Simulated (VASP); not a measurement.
Set up this calculation in VASP 6.6.1, as the native input.

| Property | Result |
| --- | --- |
| Task | single point |
| Functional | PBE |
| Potentials or basis | VASP PAW PBE potentials, release 64 (C) |
| Cutoff | 520 eV |
| k mesh | 12 × 12 × 2 |
| Occupations | gaussian, width 0.05 eV |
| Spin | no spin polarisation |
| Dipole correction | no |
| Further INCAR settings | ALGO = Normal; EDIFF = 1e-07; NBANDS = 36 |

The structure of C lies in POSCAR:

```
C
1.0
    2.6970000000      0.0000000000      0.0000000000
   -1.3485000000      2.3356705140      0.0000000000
    0.0000000000      0.0000000000     13.0506000000
C
12
Direct
    0.0000000000      0.0000000000      0.1868593266
    0.0000000000      0.0000000000      0.6868593266
    0.0000000000      0.0000000000      0.3131406734
    0.0000000000      0.0000000000      0.8131406734
    0.3333333333      0.6666666667      0.5207665411
    0.6666666667      0.3333333333      0.0207665411
    0.3333333333      0.6666666667      0.9792334589
    0.6666666667      0.3333333333      0.4792334589
    0.3333333333      0.6666666667      0.6450950823
    0.6666666667      0.3333333333      0.1450950823
    0.3333333333      0.6666666667      0.8549049177
    0.6666666667      0.3333333333      0.3549049177
```

The input as run:

INCAR

```
SYSTEM = C
PREC = Accurate
ENCUT = 520
EDIFF = 1E-7
ISMEAR = 0
SIGMA = 0.05
LREAL = .False.
LASPH = .True.
NELM = 100
ALGO = Normal
ISIF = 2
LWAVE = .False.
LCHARG = .True.
GGA = PE
LELF = .True.
LVHAR = .True.
NBANDS = 36
```

KPOINTS

```
Automatic mesh
0
Gamma
  12 12 2
  0 0 0
```

Potentials or basis: VASP PAW PBE potentials, release 64 (C).

Run with:

```sh
$ cat potpaw_PBE.64/C/POTCAR > POTCAR
$ mpirun -np 1 vasp_std > vasp.out
```

It gave:

* Pressure: -56.0 GPa
* Largest force: 0.088 eV/Å
* Band gap on the k mesh: 3.85 eV, indirect (least direct gap 4.75 eV)

Run time: 100 s on 1 thread of Intel Xeon 6975P-C (shared host), peak memory 0.22 GiB.
